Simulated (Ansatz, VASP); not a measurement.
**One calculation of NaMgBr3, two programs**

```xyz
5
Lattice="5.3215 0.0000 0.0000 0.0000 5.3215 0.0000 0.0000 0.0000 5.2408" Properties=species:S:1:pos:R:3 pbc="T T T"
Na    0.0000    0.0000    0.0000
Mg    2.6607    2.6607    2.6204
Br    2.6607    2.6607    0.0000
Br    2.6607    0.0000    2.6204
Br    0.0000    2.6607    2.6204
```

Change from the starting cell: epitaxial_xy strain +1.0%.

Alike in both runs: task single point; functional r2SCAN; k mesh 6 × 6 × 6; no spin polarisation.

```csv
,VASP,Ansatz
version,VASP 6.6.1,Ansatz 0.2.0
potentials or method,"VASP PAW PBE potentials, release 64 (Na_pv, Mg, Br)","plane waves, PAW"
plane-wave cutoff (eV),520,500
occupations,"gaussian, width 0.01 eV",fixed
valence electrons in the cell,30,40
```

Ansatz gave:

```
gap on the k mesh at the Fermi level (eV)                     : 3.61
pressure (GPa)                                                : -0.4
traceless stress, the component that is largest in VASP (GPa) : 0.34
```

Which values does VASP return?

gap on the k mesh at the Fermi level (eV): 3.57; pressure (GPa): -0.5; traceless stress, the component that is largest in VASP (GPa): 0.34.

VASP's potentials were made for PBE, not for r2SCAN. VASP's potentials hold 30 valence electrons a cell and Ansatz's 40, so a difference there can come from the potentials and not from the codes.
